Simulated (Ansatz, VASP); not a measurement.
Two plane-wave programs on Au3Br

```
Au Br
1.0
     6.28088    0.00000    0.00000
    -3.14044    5.43940    0.00000
     0.00000    0.00000    5.04137
Au Br
6 2
Direct
  0.83300 0.66600 0.25000
  0.16700 0.83300 0.75000
  0.33400 0.16700 0.25000
  0.16700 0.33400 0.75000
  0.83300 0.16700 0.25000
  0.66600 0.83300 0.75000
  0.33333 0.66667 0.25000
  0.66667 0.33333 0.75000
```

Alike in both runs: task relaxation of cell and atoms; functional PBE; k mesh 3 × 3 × 4; occupations gaussian, width 0.1 eV; no spin polarisation.

|  | VASP | Ansatz |
| --- | --- | --- |
| version | VASP 6.6.1 | Ansatz 0.2.0 |
| potentials or method | VASP PAW PBE potentials, release 64 (Au, Br), cutoff 600 eV | scalar-relativistic, plane waves, PAW |
| valence electrons in the cell | 80 | 128 |

Ansatz gave:

| Property | Result |
| --- | --- |
| gap on the k mesh at the Fermi level, each at its own relaxed structure (eV) | none |
| relaxed volume (Å³/atom) | 22.10 |
| relaxed length of the cell vector where the two differ most in proportion (Å) | 4.418 |

**Question.** Estimate VASP's values.

**Answer.** gap on the k mesh at the Fermi level, each at its own relaxed structure (eV): none; relaxed volume (Å³/atom): 22.14; relaxed length of the cell vector where the two differ most in proportion (Å): 4.370.

A gap of «none» marks a metal or a gap that the smearing closes. VASP's potentials hold 80 valence electrons a cell and Ansatz's 128, so a difference there can come from the potentials and not from the codes.

The k mesh is coarse, so the values compare programs but aren't converged. Neither program's run includes spin-orbit coupling.
